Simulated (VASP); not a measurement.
# TlSnBr5 (Immm) in VASP: single point with PBEsol

Aim: the single point of TlSnBr5 with PBEsol.

Everything below comes from runs of VASP 6.6.1. Logs are shortened: lines on timing, memory, paths and dates and some standing lists are left out, and cuts for length are marked.

## Step 1: The cell of the first run

The structure is orthorhombic, space group Immm (No. 71). The conventional cell has a = 5.379 Å, b = 8.736 Å, c = 11.041 Å, α = 90.00°, β = 90.00°, γ = 90.00°. Tl (site symmetry mmm) has 6 Br at 2.69 to 2.81 Å within 3.5 Å. Within 3.6 Å of Sn (site symmetry mmm) lie 6 Br at 2.71 to 3.11 Å. Within 3.7 Å of Br (site symmetry m2m) lie 1 Tl at 2.80 Å and 2 Sn at 3.11 Å and 1 Br at 3.14 Å. Br (site symmetry mm2) has 1 Sn at 2.71 Å and 1 Tl at 2.81 Å within 3.6 Å. Br (site symmetry mmm) has 2 Tl at 2.69 Å within 3.5 Å.

## Step 2: Single point, PBEsol

INCAR reads:

```
SYSTEM = TlSnBr5
PREC = Accurate
ENCUT = 520
EDIFF = 1E-7
ISMEAR = -1
SIGMA = 0.03
LREAL = .FALSE.
LASPH = .TRUE.
NELM = 80
ALGO = Normal
ISIF = 2
LWAVE = .FALSE.
LCHARG = .FALSE.
GGA = PS
NBANDS = 40
```

KPOINTS reads:

```
Automatic mesh
0
G
  6 6 6
  0 0 0
```

POSCAR reads:

```
TlSnBr5
1.0
   -2.6896078491      4.3681581362      5.5203203878
    2.6896078491     -4.3681581362      5.5203203878
    2.6896078491      4.3681581362     -5.5203203878
Tl Sn Br
1 1 5
Direct
    0.5000000000      0.5000000000      0.0000000000
    0.0000000000      0.0000000000      0.0000000000
    0.8203664029      0.5000000000      0.3203664029
    0.1796335971      0.5000000000      0.6796335971
    0.2452958833      0.2452958833      0.0000000000
    0.7547041167      0.7547041167      0.0000000000
    0.5000000000      0.0000000000      0.5000000000
```

Potentials or basis: VASP PAW PBE potentials, release 64 (Tl_d, Sn_d, Br).

Run with:

```bash
cat potpaw_PBE.64/Tl_d/POTCAR potpaw_PBE.64/Sn_d/POTCAR potpaw_PBE.64/Br/POTCAR > POTCAR
mpirun -np 1 vasp_std > vasp.out
```

OUTCAR:

```text
SYSTEM = TlSnBr5
   PREC = Accurate
   ENCUT = 520
   EDIFF = 1E-7
   ISMEAR = -1
   LREAL = .FALSE.
   LASPH = .TRUE.
   NELM = 80
   ISIF = 2
   GGA = PS

 ion  position               nearest neighbor table
   1  0.500  0.500  0.000-   7 2.69   7 2.69   3 2.80   4 2.80   5 2.81   6 2.81
   2  0.000  0.000  0.000-   5 2.71   6 2.71   3 3.11   4 3.11   4 3.11   3 3.11
   3  0.820  0.500  0.320-   1 2.80   2 3.11   2 3.11
   4  0.180  0.500  0.680-   1 2.80   2 3.11   2 3.11
   5  0.245  0.245  0.000-   2 2.71   1 2.81
   6  0.755  0.755  0.000-   2 2.71   1 2.81
   7  0.500  0.000  0.500-   1 2.69   1 2.69

  LATTYP: Found a body centered orthorhombic cell.
 ALAT       =     5.3792156982
 B/A-ratio  =     1.6240873693
 C/A-ratio  =     2.0524629230

  Lattice vectors:

 A1 = (  -2.6896078491,   4.3681581362,   5.5203203878)
 A2 = (   2.6896078491,  -4.3681581362,   5.5203203878)
 A3 = (   2.6896078491,   4.3681581362,  -5.5203203878)

Analysis of symmetry for initial positions (statically):
=====================================================================
 Subroutine PRICEL returns:
 Original cell was already a primitive cell.

 Routine SETGRP: Setting up the symmetry group for a
 body centered orthorhombic supercell.

 Subroutine GETGRP returns: Found  8 space group operations
 (whereof  8 operations were pure point group operations)
 out of a pool of  8 trial point group operations.

The static configuration has the point symmetry D_2h.

Analysis of symmetry for dynamics (positions and initial velocities):
=====================================================================
 Subroutine PRICEL returns:
 Original cell was already a primitive cell.

 Routine SETGRP: Setting up the symmetry group for a
 body centered orthorhombic supercell.

 Subroutine GETGRP returns: Found  8 space group operations
 (whereof  8 operations were pure point group operations)
 out of a pool of  8 trial point group operations.

The dynamic configuration has the point symmetry D_2h.

 Subroutine INISYM returns: Found  8 space group operations
 (whereof  8 operations are pure point group operations),
 and found     1 'primitive' translations

----------------------------------------------------------------------------------------

                                     Primitive cell

  volume of cell :     259.4249

  direct lattice vectors                    reciprocal lattice vectors
    -2.689607849  4.368158136  5.520320388     0.000000000  0.114464720  0.090574453
     2.689607849 -4.368158136  5.520320388     0.185900707  0.000000000  0.090574453
     2.689607849  4.368158136 -5.520320388     0.185900707  0.114464720  0.000000000

  length of vectors
     7.535829952  7.535829952  7.535829952     0.145965420  0.206791693  0.218314555

  position of ions in fractional coordinates (direct lattice)
     0.500000000  0.500000000  0.000000000
     0.000000000  0.000000000  0.000000000
     0.820366403  0.500000000  0.320366403
     0.179633597  0.500000000  0.679633597
     0.245295883  0.245295883  0.000000000
     0.754704117  0.754704117  0.000000000
     0.500000000  0.000000000  0.500000000

  ion indices of the primitive-cell ions
   primitive index   ion index
                 1           1
                 2           2
                 3           3
                 4           4
                 5           5
                 6           6
                 7           7

----------------------------------------------------------------------------------------

 KPOINTS: Automatic mesh

Automatic generation of k-mesh.
 Grid dimensions read from file:
 generate k-points for:    6    6    6

 Generating k-lattice:

  Cartesian coordinates                     Fractional coordinates (reciprocal lattice)
     0.000000000  0.019077453  0.015095742     0.166666667  0.000000000 -0.000000000
     0.030983451  0.000000000  0.015095742     0.000000000  0.166666667  0.000000000
     0.030983451  0.019077453  0.000000000    -0.000000000  0.000000000  0.166666667

  Length of vectors
     0.024327570  0.034465282  0.036385759

  Shift w.r.t. Gamma in fractional coordinates (k-lattice)
     0.000000000  0.000000000  0.000000000

 Subroutine IBZKPT returns following result:
 ===========================================

 Found     46 irreducible k-points:

 Following reciprocal coordinates:
            Coordinates               Weight
  0.000000  0.000000  0.000000      1.000000
  0.166667  0.000000  0.000000      4.000000
  0.333333  0.000000 -0.000000      4.000000
  0.500000 -0.000000  0.000000      2.000000
  0.000000  0.166667  0.000000      4.000000
  0.166667  0.166667  0.000000      8.000000
[... 16 lines left out ...]
 -0.166667  0.166667  0.166667      2.000000
  0.166667  0.333333  0.166667      4.000000
 [... further k-points ...]
   k-points           NKPTS =     46   k-points in BZ     NKDIM =     46   number of bands    NBANDS=     40
   number of dos      NEDOS =    301   number of ions     NIONS =      7
   total plane-waves  NPLWV = 175616
   dimension x,y,z NGX =    56 NGY =   56 NGZ =   56
   dimension x,y,z NGXF=   112 NGYF=  112 NGZF=  112
   ions per type =               1   1   5
   NGX,Y,Z   is equivalent  to a cutoff of  12.35, 12.35, 12.35 a.u.
   NGXF,Y,Z  is equivalent  to a cutoff of  24.71, 24.71, 24.71 a.u.
 SYSTEM =  TlSnBr5
   PREC   = accura    normal or accurate (medium, high low for compatibility)
   ISTART =      0    job   : 0-new  1-cont  2-samecut
   ICHARG =      2    charge: 1-file 2-atom 10-const
   ISPIN  =      1    spin polarized calculation?
   LNONCOLLINEAR =      F non collinear calculations
   LSORBIT =      F    spin-orbit coupling
   LASPH  =      T    aspherical Exc in radial PAW
   ENCUT  =  520.0 eV  38.22 Ry    6.18 a.u.  14.01 14.01 14.01*2*pi/ulx,y,z
   NELM   =     80;   NELMIN=  2; NELMDL= -5     # of ELM steps
   EDIFF  = 0.1E-06   stopping-criterion for ELM
   LREAL  =      F    real-space projection
   EDIFFG = 0.1E-05   stopping-criterion for IOM
   NSW    =      0    number of steps for IOM
   IBRION =     -1    ionic relax: 0-MD 1-quasi-New 2-CG
   NFREE  =      0    steps in history (QN), initial steepest desc. (CG)
   ISIF   =      2    stress and relaxation
   ISYM   =      2    0-nonsym 1-usesym 2-fastsym
   POTIM  = 0.5000    time-step for ionic-motion
   TEBEG  =    0.0;   TEEND  =   0.0 temperature during run
   PSTRESS=    0.0 pullay stress
   NELECT =      62.0000    total number of electrons
   NUPDOWN=      -1.0000    fix difference up-down
   EMIN   =  10.00;   EMAX   =-10.00  energy-range for DOS
   EFERMI =   0.00;   METHOD = LEGACY
   ISMEAR =    -1;   SIGMA  =   0.03  broadening in eV -4-tet -1-fermi 0-gaus
   EFERMI_NEDOS =   21; number of points for ismear=-14 and -15
   IALGO  =     38    algorithm
   IMIX   =      4    mixing-type and parameters
     AMIX     =   0.40;   BMIX     =  1.00
     AMIX_MAG =   1.60;   BMIX_MAG =  1.00
  volume/ion in A,a.u.               =      37.06       250.10
  Fermi-wavevector in a.u.,A,eV,Ry     =   1.015940  1.919849 14.043046  1.032135
  Thomas-Fermi vector in A             =   2.149255
   LORBIT       =      0    0 simple, 1 ext, 2 COOP (PROOUT), +10 PAW based schemes
   GGA     = PS    functional components
   LHFCALC =     F    Hartree Fock is set to
   AEXX    =    0.0000 exact exchange contribution
   IVDW    =     0    specifies the selected vdW correction
   LEPSILON=     F    determine dielectric tensor
   LRPA    =     F    only Hartree local field effects (RPA)
 non-spin polarized calculation
  energy-cutoff  :      520.00
  volume of cell :      259.42
 maximum number of plane-waves:      7006
   NGX = 27   NGY = 27   NGZ = 27

 number of electron      61.9999993 magnetization

 Free energy of the ion-electron system (eV)
  ---------------------------------------------------
  ext. energy  EPLUGINS =         0.00000000
  ---------------------------------------------------
  free energy    TOTEN  =       -19.41619450 eV

  energy without entropy =      -19.41229188  energy(sigma->0) =      -19.41424319

 E-fermi :   0.2801     XC(G=0):  -7.7704

 val. band max:        0.2601428217   @ k =  -0.1667   0.3333   0.1667
 cond. band min:       0.2848913626   @ k =  -0.3333  -0.3333   0.1667
 fundamental gap:      0.0247485410
 Fermi energy:         0.2801144842

 k-point     1 :       0.0000    0.0000    0.0000
  band No.  band energies     occupation
      1     -20.9287      2.00000
      2     -20.9142      2.00000
      3     -20.8715      2.00000
      4     -20.8670      2.00000
      5     -20.8234      2.00000
      6     -14.2941      2.00000
[... 32 lines left out ...]
     39       8.1200      0.00000
     40       8.4340      0.00000

 k-point     2 :       0.1667    0.0000    0.0000
  band No.  band energies     occupation
      1     -20.9287      2.00000
      2     -20.9142      2.00000
      3     -20.8715      2.00000
      4     -20.8670      2.00000
      5     -20.8234      2.00000
      6     -14.2682      2.00000
[... 32 lines left out ...]
     39       8.2162      0.00000
     40       8.2914      0.00000

 k-point     3 :       0.3333    0.0000   -0.0000
  band No.  band energies     occupation
      1     -20.9287      2.00000
      2     -20.9142      2.00000
      3     -20.8715      2.00000
      4     -20.8670      2.00000
      5     -20.8234      2.00000
      6     -14.1998      2.00000
[... 853 lines left out ...]
  band No.  band energies     occupation
      1     -20.9282      2.00000
      2     -20.9161      2.00000
      3     -20.8694      2.00000
      4     -20.8670      2.00000
      5     -20.8236      2.00000
      6     -14.1584      2.00000
[... 32 lines left out ...]
     39       7.4485      0.00000
     40       7.6062      0.00000

 k-point    24 :       0.1667    0.3333    0.1667
  band No.  band energies     occupation
      1     -20.9281      2.00000
      2     -20.9168      2.00000
      3     -20.8686      2.00000
      4     -20.8670      2.00000
      5     -20.8237      2.00000
      6     -14.0333      2.00000
[... 32 lines left out ...]
     39       7.1858      0.00000
     40       7.4056      0.00000

 [... further k-points ...]

------------------------ aborting loop because EDIFF is reached ----------------------------------------

  FORCE on cell =-STRESS in cart. coord.  units (eV):
  Direction    XX          YY          ZZ          XY          YZ          ZX
  --------------------------------------------------------------------------------------
  -------------------------------------------------------------------------------------
  Total        0.0160450     -0.0072030     -0.0021558     -0.0000000      0.0000000      0.0000000
  in kB        0.0990917     -0.0444851     -0.0133142     -0.0000000      0.0000000      0.0000000
  external PRESSURE =       0.0137641 kB  Pullay stress =       0.0000000 kB

 VOLUME and BASIS-vectors are now :
 -----------------------------------------------------------------------------
  energy-cutoff  :      520.00
  volume of cell :      259.42
      direct lattice vectors                 reciprocal lattice vectors
    -2.689607849  4.368158136  5.520320388     0.000000000  0.114464720  0.090574453
     2.689607849 -4.368158136  5.520320388     0.185900707  0.000000000  0.090574453
     2.689607849  4.368158136 -5.520320388     0.185900707  0.114464720  0.000000000

 POSITION                                       TOTAL-FORCE (eV/Angst)
 -----------------------------------------------------------------------------------
      0.00000      0.00000      5.52032        -0.000000     -0.000000      0.000000
      0.00000      0.00000      0.00000        -0.000000     -0.000000      0.000000
      0.00000      2.79882      5.52032         0.000000      0.006488      0.000000
      2.68961      1.56934      0.00000        -0.000000     -0.006488      0.000000
      0.00000      0.00000      2.70822         0.000000     -0.000000     -0.001710
      0.00000      0.00000      8.33242        -0.000000      0.000000      0.001710
      0.00000      4.36816      0.00000        -0.000000     -0.000000      0.000000
 -----------------------------------------------------------------------------------
    total drift:                                0.000000      0.000000      0.000000

  FREE ENERGIE OF THE ION-ELECTRON SYSTEM (eV)
  ---------------------------------------------------
  free  energy   TOTEN  =       -19.4161944970 eV

  energy  without entropy=      -19.4122918783  energy(sigma->0) =      -19.41424319
```

It took 8.4 min on 1 thread of AMD EPYC 7R43 (Zen 3), shared host; peak memory 0.69 GiB.

What came out:

```yaml
Free_energy: -19.4162 eV
Pressure: 0.0 GPa
Largest_force: 0.006 eV/Å
Band_gap_on_the_k_mesh: zero (bands 31 and 32 overlap by 0.66 eV)
```

Forces in eV/Å, atoms in the order of the input:
```
Tl   0.000  0.000  0.000
Sn   0.000  0.000  0.000
Br   0.000  0.006  0.000
Br   0.000 -0.006  0.000
Br   0.000  0.000 -0.002
Br   0.000  0.000  0.002
Br   0.000  0.000  0.000
```

Levels at points of the mesh, in eV from the Fermi level:
```tsv
k point	band 28	band 29	band 30	band 31	band 32	band 33	band 34	band 35
(0.00, 0.00, 0.00)	-1.33	-1.02	-0.86	-0.66	0.86	2.04	3.62	3.90
(0.50, 0.00, 0.00)	-1.18	-1.14	-1.04	-0.69	0.59	1.86	3.77	5.54
(0.00, 0.50, 0.00)	-1.14	-0.87	-0.82	-0.28	1.59	3.38	3.52	4.63
(0.50, 0.50, 0.00)	-1.19	-0.62	-0.57	0.23	2.65	2.81	3.33	3.34
(0.50, 0.50, 0.50)	-1.23	-1.20	-1.18	-1.09	0.52	2.15	3.75	4.15
```

Caveat: the PAW data sets were made with another functional, which shifts forces and pressure a little; spin-orbit coupling is left out, which moves the levels of the heavy elements.
